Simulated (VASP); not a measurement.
# Au (Fm-3m) in VASP: notebook

The runs below take Au through single point, with PBEsol, PBEsol+D4.

Program: VASP 6.6.1. These are calculated values, not measurements. Logs are shortened: lines on timing, memory, paths and dates and some standing lists are left out, and cuts for length are marked.

### Step 1. The cell of the first run

The structure is cubic, space group Fm-3m (No. 225). The conventional cell has a = 3.626 Å, b = 3.626 Å, c = 3.626 Å, α = 90.00°, β = 90.00°, γ = 90.00°. Within 3.4 Å of Au (site symmetry m-3m) lie 12 Au at 2.56 Å.

### Step 2. Single point, PBEsol

Contents of INCAR:

```
  PREC = Accurate
  ENCUT = 520
  EDIFF = 1E-6
  ISMEAR = -1
  SIGMA = 0.05
  LREAL = F
  LASPH = T
  NELM = 80
  ALGO = Normal
  ISIF = 2
  LWAVE = F
  LCHARG = F
  GGA = PS
  NBANDS = 12
```

Contents of KPOINTS:

```
Automatic mesh
0
Gamma
  16 16 16
```

Contents of POSCAR:

```
Au
1.0
    0.0000000000      1.8127766715      1.8127766715
    1.8127766715      0.0000000000      1.8127766715
    1.8127766715      1.8127766715      0.0000000000
Au
1
Direct
    0.0000000000      0.0000000000      0.0000000000
```

Potentials or basis: VASP PAW PBE potentials, release 64 (Au).

Run with:

```console
$ cat potpaw_PBE.64/Au/POTCAR > POTCAR
$ mpirun -np 1 vasp_std > vasp.out
```

OUTCAR:

```text
PREC = Accurate
   ENCUT = 520
   EDIFF = 1E-6
   ISMEAR = -1
   LREAL = F
   LASPH = T
   NELM = 80
   ISIF = 2
   GGA = PS

 ion  position               nearest neighbor table
   1  0.000  0.000  0.000-

  LATTYP: Found a face centered cubic cell.
 ALAT       =     3.6255533430

  Lattice vectors:

 A1 = (   0.0000000000,   1.8127766715,   1.8127766715)
 A2 = (   1.8127766715,   0.0000000000,   1.8127766715)
 A3 = (   1.8127766715,   1.8127766715,   0.0000000000)

Analysis of symmetry for initial positions (statically):
=====================================================================
 Subroutine PRICEL returns:
 Original cell was already a primitive cell.

 Routine SETGRP: Setting up the symmetry group for a
 face centered cubic supercell.

 Subroutine GETGRP returns: Found 48 space group operations
 (whereof 48 operations were pure point group operations)
 out of a pool of 48 trial point group operations.

The static configuration has the point symmetry O_h .

Analysis of symmetry for dynamics (positions and initial velocities):
=====================================================================
 Subroutine PRICEL returns:
 Original cell was already a primitive cell.

 Routine SETGRP: Setting up the symmetry group for a
 face centered cubic supercell.

 Subroutine GETGRP returns: Found 48 space group operations
 (whereof 48 operations were pure point group operations)
 out of a pool of 48 trial point group operations.

The dynamic configuration has the point symmetry O_h .

 Subroutine INISYM returns: Found 48 space group operations
 (whereof 48 operations are pure point group operations),
 and found     1 'primitive' translations

----------------------------------------------------------------------------------------

                                     Primitive cell

  volume of cell :      11.9141

  direct lattice vectors                    reciprocal lattice vectors
     0.000000000  1.812776671  1.812776671    -0.275819966  0.275819966  0.275819966
     1.812776671  0.000000000  1.812776671     0.275819966 -0.275819966  0.275819966
     1.812776671  1.812776671  0.000000000     0.275819966  0.275819966 -0.275819966

  length of vectors
     2.563653354  2.563653354  2.563653354     0.477734195  0.477734195  0.477734195

  position of ions in fractional coordinates (direct lattice)
     0.000000000  0.000000000  0.000000000

  ion indices of the primitive-cell ions
   primitive index   ion index
                 1           1

----------------------------------------------------------------------------------------

 KPOINTS: Automatic mesh

Automatic generation of k-mesh.
 Grid dimensions read from file:
 generate k-points for:   16   16   16

 Generating k-lattice:

  Cartesian coordinates                     Fractional coordinates (reciprocal lattice)
    -0.017238748  0.017238748  0.017238748     0.062500000  0.000000000  0.000000000
     0.017238748 -0.017238748  0.017238748     0.000000000  0.062500000  0.000000000
     0.017238748  0.017238748 -0.017238748     0.000000000  0.000000000  0.062500000

  Length of vectors
     0.029858387  0.029858387  0.029858387

  Shift w.r.t. Gamma in fractional coordinates (k-lattice)
     0.000000000  0.000000000  0.000000000

 Subroutine IBZKPT returns following result:
 ===========================================

 Found    145 irreducible k-points:

 Following reciprocal coordinates:
            Coordinates               Weight
  0.000000  0.000000  0.000000      1.000000
  0.062500  0.000000  0.000000      8.000000
  0.125000  0.000000  0.000000      8.000000
  0.187500  0.000000  0.000000      8.000000
  0.250000  0.000000  0.000000      8.000000
  0.312500  0.000000  0.000000      8.000000
[... 16 lines left out ...]
 -0.125000  0.062500  0.000000     24.000000
 -0.062500  0.062500  0.000000     12.000000
 [... further k-points ...]
   k-points           NKPTS =    145   k-points in BZ     NKDIM =    145   number of bands    NBANDS=     12
   number of dos      NEDOS =    301   number of ions     NIONS =      1
   total plane-waves  NPLWV =   8000
   dimension x,y,z NGX =    20 NGY =   20 NGZ =   20
   dimension x,y,z NGXF=    40 NGYF=   40 NGZF=   40
   ions per type =               1
   NGX,Y,Z   is equivalent  to a cutoff of  12.97, 12.97, 12.97 a.u.
   NGXF,Y,Z  is equivalent  to a cutoff of  25.94, 25.94, 25.94 a.u.
 SYSTEM =  unknown system
   PREC   = accura    normal or accurate (medium, high low for compatibility)
   ISTART =      0    job   : 0-new  1-cont  2-samecut
   ICHARG =      2    charge: 1-file 2-atom 10-const
   ISPIN  =      1    spin polarized calculation?
   LNONCOLLINEAR =      F non collinear calculations
   LSORBIT =      F    spin-orbit coupling
   LASPH  =      T    aspherical Exc in radial PAW
   ENCUT  =  520.0 eV  38.22 Ry    6.18 a.u.   4.77  4.77  4.77*2*pi/ulx,y,z
   NELM   =     80;   NELMIN=  2; NELMDL= -5     # of ELM steps
   EDIFF  = 0.1E-05   stopping-criterion for ELM
   LREAL  =      F    real-space projection
   EDIFFG = 0.1E-04   stopping-criterion for IOM
   NSW    =      0    number of steps for IOM
   IBRION =     -1    ionic relax: 0-MD 1-quasi-New 2-CG
   NFREE  =      0    steps in history (QN), initial steepest desc. (CG)
   ISIF   =      2    stress and relaxation
   ISYM   =      2    0-nonsym 1-usesym 2-fastsym
   POTIM  = 0.5000    time-step for ionic-motion
   TEBEG  =    0.0;   TEEND  =   0.0 temperature during run
   PSTRESS=    0.0 pullay stress
   NELECT =      11.0000    total number of electrons
   NUPDOWN=      -1.0000    fix difference up-down
   EMIN   =  10.00;   EMAX   =-10.00  energy-range for DOS
   EFERMI =   0.00;   METHOD = LEGACY
   ISMEAR =    -1;   SIGMA  =   0.05  broadening in eV -4-tet -1-fermi 0-gaus
   EFERMI_NEDOS =   21; number of points for ismear=-14 and -15
   IALGO  =     38    algorithm
   IMIX   =      4    mixing-type and parameters
     AMIX     =   0.40;   BMIX     =  1.00
     AMIX_MAG =   1.60;   BMIX_MAG =  1.00
  volume/ion in A,a.u.               =      11.91        80.40
  Fermi-wavevector in a.u.,A,eV,Ry     =   1.594109  3.012430 34.574913  2.541184
  Thomas-Fermi vector in A             =   2.692235
   LORBIT       =      0    0 simple, 1 ext, 2 COOP (PROOUT), +10 PAW based schemes
   GGA     = PS    functional components
   LHFCALC =     F    Hartree Fock is set to
   AEXX    =    0.0000 exact exchange contribution
   IVDW    =     0    specifies the selected vdW correction
   LEPSILON=     F    determine dielectric tensor
   LRPA    =     F    only Hartree local field effects (RPA)
 non-spin polarized calculation
  energy-cutoff  :      520.00
  volume of cell :       11.91
 maximum number of plane-waves:       332
   NGX =  9   NGY =  9   NGZ =  9

 number of electron      11.0000001 magnetization

 Free energy of the ion-electron system (eV)
  ---------------------------------------------------
  ext. energy  EPLUGINS =         0.00000000
  ---------------------------------------------------
  free energy    TOTEN  =        -2.08333159 eV

  energy without entropy =       -2.07983600  energy(sigma->0) =       -2.08158380

 E-fermi :  16.9721     XC(G=0): -15.0893

 val. band max:       16.9303705359   @ k =  -0.2500   0.2500   0.0625
 cond. band min:      16.9839463874   @ k =   0.5000   0.2500   0.1250
 fundamental gap:      0.0535758516
 Fermi energy:        16.9721047306

 k-point     1 :       0.0000    0.0000    0.0000
  band No.  band energies     occupation
      1       2.1968      2.00000
      2       9.3861      2.00000
      3       9.3861      2.00000
      4       9.3861      2.00000
      5      12.2149      2.00000
      6      12.2149      2.00000
      7      29.7966      0.00000
      8      35.9553      0.00000
      9      35.9553      0.00000
     10      35.9553      0.00000
     11      42.1667      0.00000
     12      52.5852      0.00000

 k-point     2 :       0.0625    0.0000    0.0000
  band No.  band energies     occupation
      1       2.3907      2.00000
      2       9.2928      2.00000
      3       9.4672      2.00000
      4       9.4672      2.00000
      5      12.1648      2.00000
      6      12.1648      2.00000
      7      30.1238      0.00000
      8      35.0505      0.00000
      9      36.2768      0.00000
     10      36.2768      0.00000
     11      43.2717      0.00000
     12      50.2455      0.00000

 k-point     3 :       0.1250    0.0000    0.0000
  band No.  band energies     occupation
      1       2.9438      2.00000
      2       9.0698      2.00000
      3       9.6697      2.00000
      4       9.6697      2.00000
      5      12.0689      2.00000
      6      12.0689      2.00000
      7      30.9993      0.00000
      8      33.2964      0.00000
      9      37.2105      0.00000
     10      37.2105      0.00000
     11      44.7974      0.00000
     12      47.8275      0.00000

 k-point     4 :       0.1875    0.0000    0.0000
  band No.  band energies     occupation
      1       3.7503      2.00000
      2       8.8864      2.00000
      3       9.8568      2.00000
      4       9.8568      2.00000
      5      12.0937      2.00000
      6      12.0937      2.00000
      7      31.2978      0.00000
      8      32.2186      0.00000
      9      38.6676      0.00000
     10      38.6676      0.00000
     11      42.7879      0.00000
     12      45.9038      0.00000

 k-point     5 :       0.2500    0.0000    0.0000
  band No.  band energies     occupation
      1       4.5646      2.00000
      2       9.0419      2.00000
      3       9.8588      2.00000
      4       9.8588      2.00000
      5      12.4275      2.00000
      6      12.4275      2.00000
      7      29.4992      0.00000
      8      32.5761      0.00000
      9      40.4463      0.00000
     10      40.4463      0.00000
     11      41.2555      0.00000
     12      43.0263      0.00000

 k-point     6 :       0.3125    0.0000    0.0000
  band No.  band energies     occupation
      1       5.0496      2.00000
      2       9.6896      2.00000
      3       9.6896      2.00000
      4       9.8799      2.00000
      5      13.0377      2.00000
      6      13.0377      2.00000
      7      27.5102      0.00000
      8      31.6495      0.00000
      9      39.9799      0.00000
     10      39.9799      0.00000
     11      42.0747      0.00000
     12      42.9767      0.00000

 k-point     7 :       0.3750    0.0000    0.0000
  band No.  band energies     occupation
      1       5.1650      2.00000
      2       9.4824      2.00000
      3       9.4824      2.00000
      4      11.3579      2.00000
      5      13.7176      2.00000
      6      13.7176      2.00000
      7      25.2734      0.00000
      8      30.4104      0.00000
      9      37.9166      0.00000
     10      37.9166      0.00000
     11      44.4530      0.00000
     12      45.1098      0.00000

 k-point     8 :       0.4375    0.0000    0.0000
  band No.  band energies     occupation
      1       5.1354      2.00000
      2       9.3293      2.00000
      3       9.3293      2.00000
      4      12.9586      2.00000
      5      14.2486      2.00000
      6      14.2486      2.00000
      7      23.1704      0.00000
      8      29.6241      0.00000
      9      36.5197      0.00000
     10      36.5197      0.00000
     11      46.9661      0.00000
     12      46.9667      0.00000
[... 166 lines left out ...]
 k-point    20 :      -0.3125    0.0625    0.0000
  band No.  band energies     occupation
      1       5.2903      2.00000
      2       9.5236      2.00000
      3       9.7199      2.00000
      4      10.0327      2.00000
      5      12.8375      2.00000
      6      14.0086      2.00000
      7      26.8898      0.00000
      8      31.4209      0.00000
      9      37.4079      0.00000
     10      40.1963      0.00000
     11      41.5912      0.00000
     12      44.7075      0.00000

 k-point    21 :      -0.2500    0.0625    0.0000
  band No.  band energies     occupation
      1       4.9461      2.00000
      2       8.9977      2.00000
      3       9.8139      2.00000
      4       9.9315      2.00000
      5      12.1285      2.00000
      6      13.2410      2.00000
      7      29.0262      0.00000
      8      32.5865      0.00000
      9      38.6594      0.00000
     10      39.6663      0.00000
     11      42.2620      0.00000
     12      43.1824      0.00000

 k-point    22 :      -0.1875    0.0625    0.0000
  band No.  band energies     occupation
      1       4.2008      2.00000
      2       8.7179      2.00000
      3       9.9300      2.00000
      4       9.9998      2.00000
      5      11.7114      2.00000
      6      12.6497      2.00000
      7      30.8855      0.00000
      8      32.6626      0.00000
      9      37.8534      0.00000
     10      40.2537      0.00000
     11      40.9078      0.00000
     12      45.1847      0.00000

 k-point    23 :      -0.1250    0.0625    0.0000
  band No.  band energies     occupation
      1       3.3551      2.00000
      2       8.8634      2.00000
      3       9.8158      2.00000
      4       9.8521      2.00000
      5      11.7228      2.00000
      6      12.3448      2.00000
      7      31.6180      0.00000
      8      32.6944      0.00000
      9      36.7840      0.00000
     10      38.4402      0.00000
     11      43.7219      0.00000
     12      47.1720      0.00000

 k-point    24 :      -0.0625    0.0625    0.0000
  band No.  band energies     occupation
      1       2.7060      2.00000
      2       9.1200      2.00000
      3       9.5783      2.00000
      4       9.6411      2.00000
      5      11.9475      2.00000
      6      12.2451      2.00000
      7      30.6430      0.00000
      8      34.2065      0.00000
      9      36.2038      0.00000
     10      37.0805      0.00000
     11      44.5930      0.00000
     12      48.1165      0.00000

 [... further k-points ...]
[... 5 lines left out ...]
  --------------------------------------------------------------------------------------
  -------------------------------------------------------------------------------------
  Total       12.5917867     12.5917867     12.5917867      0.0000000      0.0000000     -0.0000000
  in kB     1693.3043925   1693.3043925   1693.3043925      0.0000000      0.0000000     -0.0000000
  external PRESSURE =    1693.3043925 kB  Pullay stress =       0.0000000 kB

 VOLUME and BASIS-vectors are now :
 -----------------------------------------------------------------------------
  energy-cutoff  :      520.00
  volume of cell :       11.91
      direct lattice vectors                 reciprocal lattice vectors
     0.000000000  1.812776671  1.812776671    -0.275819966  0.275819966  0.275819966
     1.812776671  0.000000000  1.812776671     0.275819966 -0.275819966  0.275819966
     1.812776671  1.812776671  0.000000000     0.275819966  0.275819966 -0.275819966

 POSITION                                       TOTAL-FORCE (eV/Angst)
 -----------------------------------------------------------------------------------
      0.00000      0.00000      0.00000        -0.000000     -0.000000      0.000000
 -----------------------------------------------------------------------------------
    total drift:                               -0.000000     -0.000000     -0.000000

  FREE ENERGIE OF THE ION-ELECTRON SYSTEM (eV)
  ---------------------------------------------------
  free  energy   TOTEN  =        -2.0833315868 eV

  energy  without entropy=       -2.0798360032  energy(sigma->0) =       -2.08158380
```

Wall time 9.4 s (1 thread of AMD EPYC 9R45 (Zen 5), shared host); peak memory 0.11 GiB.

What came out:

* Free energy: -2.0833 eV
* Pressure: 169.3 GPa

Levels at points of the mesh, in eV from the Fermi level:
```
           k point  band 2  band 3  band 4  band 5  band 6  band 7  band 8  band 9  band 10  band 11
(0.00, 0.00, 0.00)   -7.59   -7.59   -7.59   -4.76   -4.76   12.82   18.98   18.98    18.98    25.19
(0.50, 0.00, 0.00)   -7.70   -7.70   -3.23   -2.52   -2.52    5.23   12.40   19.06    19.06    30.79
(0.50, 0.50, 0.00)  -11.25   -2.57   -1.90   -1.90   -0.43    9.09   10.49   10.49    21.12    25.37
```

Caveat: the PAW data sets were made with another functional, which shifts forces and pressure a little; spin-orbit coupling is left out, which moves the levels of the heavy elements.

### Step 3. Single point, PBEsol+D4

Contents of INCAR:

```
SYSTEM = Au
  PREC = Accurate
  ENCUT = 520
  EDIFF = 1E-6
  ISMEAR = -1
  SIGMA = 0.05
  LREAL = .False.
  LASPH = .True.
  NELM = 80
  ALGO = Normal
  ISIF = 2
  LWAVE = .False.
  LCHARG = .False.
  GGA = PS
  IVDW = 13
  NBANDS = 12
```

Contents of KPOINTS:

```
Automatic mesh
0
Gamma
  16 16 16
  0 0 0
```

POSCAR is that of step 2.

Potentials or basis: VASP PAW PBE potentials, release 64 (Au).

Run with:

```console
$ cat potpaw_PBE.64/Au/POTCAR > POTCAR
$ mpirun -np 1 vasp_std > vasp.out
```

It took 10 s on 1 thread of AMD EPYC 9R45 (Zen 5), shared host; peak memory 0.1 GiB.

Results (log left out):

```
Free energy                : -2.6290 eV
Pressure                   : 163.0 GPa
Dispersion energy per atom : -0.546 eV
```

Levels at points of the mesh, in eV from the Fermi level:
```csv
k point,band 2,band 3,band 4,band 5,band 6,band 7,band 8,band 9,band 10,band 11
"(0.00, 0.00, 0.00)",-7.59,-7.59,-7.59,-4.76,-4.76,12.82,18.98,18.98,18.98,25.19
"(0.50, 0.00, 0.00)",-7.70,-7.70,-3.23,-2.52,-2.52,5.23,12.40,19.06,19.06,30.79
"(0.50, 0.50, 0.00)",-11.25,-2.57,-1.90,-1.90,-0.43,9.09,10.49,10.49,21.12,25.37
```

Caveat: the PAW data sets were made with another functional, which shifts forces and pressure a little; spin-orbit coupling is left out, which moves the levels of the heavy elements; pairwise dispersion overbinds metals, which lowers pressure and volume.

### Step 4. Single point, PBEsol (volume scaled by 0.8)

Contents of INCAR:

```
SYSTEM = Au
PREC     = Accurate       ! precision mode
ENCUT    = 520            ! plane-wave cutoff, eV
EDIFF    = 1E-6           ! SCF threshold, eV
ISMEAR   = -1             ! smearing method
SIGMA    = 0.05           ! smearing width, eV
LREAL    = .False.        ! projectors in reciprocal space
LASPH    = .True.         ! aspherical terms in the spheres
NELM     = 100            ! most SCF steps
ALGO     = Normal         ! electronic algorithm
ISIF     = 2              ! what is computed and relaxed
LWAVE    = .False.        ! write WAVECAR
LCHARG   = .False.        ! write CHGCAR
GGA      = PS             ! functional
NBANDS   = 12             ! bands
```

KPOINTS is that of step 3.

Contents of POSCAR:

```
Au
1.0
    0.0000000000      1.8952868643      1.8952868643
    1.8952868643      0.0000000000      1.8952868643
    1.8952868643      1.8952868643      0.0000000000
Au
1
Direct
    0.0000000000      0.0000000000      0.0000000000
```

Run with:

```console
$ cat potpaw_PBE.64/Au/POTCAR > POTCAR
$ mpirun -np 1 vasp_std > vasp.out
```

Wall time 9.9 s (1 thread of AMD EPYC 9R45 (Zen 5), shared host); peak memory 0.11 GiB.

It converged, with:

```
Free energy : -3.3150 eV
Pressure    : 73.3 GPa
```

Levels at points of the mesh, in eV from the Fermi level:
```
           k point  band 2  band 3  band 4  band 5  band 6  band 7  band 8  band 9  band 10  band 11
(0.00, 0.00, 0.00)   -6.29   -6.29   -6.29   -4.03   -4.03   13.72   19.03   19.03    19.03    24.70
(0.50, 0.00, 0.00)   -6.37   -6.37   -2.33   -2.25   -2.25    4.31   13.22   18.48    18.48    28.44
(0.50, 0.50, 0.00)   -9.27   -2.30   -1.77   -1.77    0.12    7.69   10.37   10.37    19.61    23.10
```

Caveat: the PAW data sets were made with another functional, which shifts forces and pressure a little; spin-orbit coupling is left out, which moves the levels of the heavy elements.

### Step 5. The runs side by side

| level | cell | gap on the mesh (eV) | pressure (GPa) |
| --- | --- | --- | --- |
| PBEsol | a = 2.564 Å, angles 60.0°, 1 atom | none | 169.3 |
| PBEsol+D4 | a = 2.564 Å, angles 60.0°, 1 atom | none | 163.0 |
| PBEsol | a = 2.680 Å, angles 60.0°, 1 atom | none | 73.3 |

Alike in all rows: task single point; potentials or basis VASP PAW PBE potentials, release 64 (Au); no spin polarisation; k mesh 16 × 16 × 16; cutoff (eV) 520; smearing fermi-dirac 0.05 eV.

Caveats: the PAW data sets were made with another functional, which shifts forces and pressure a little; spin-orbit coupling is left out, which moves the levels of the heavy elements; pairwise dispersion overbinds metals, which lowers pressure and volume (some runs).

Absolute energies hang on the potentials; compare differences alone.
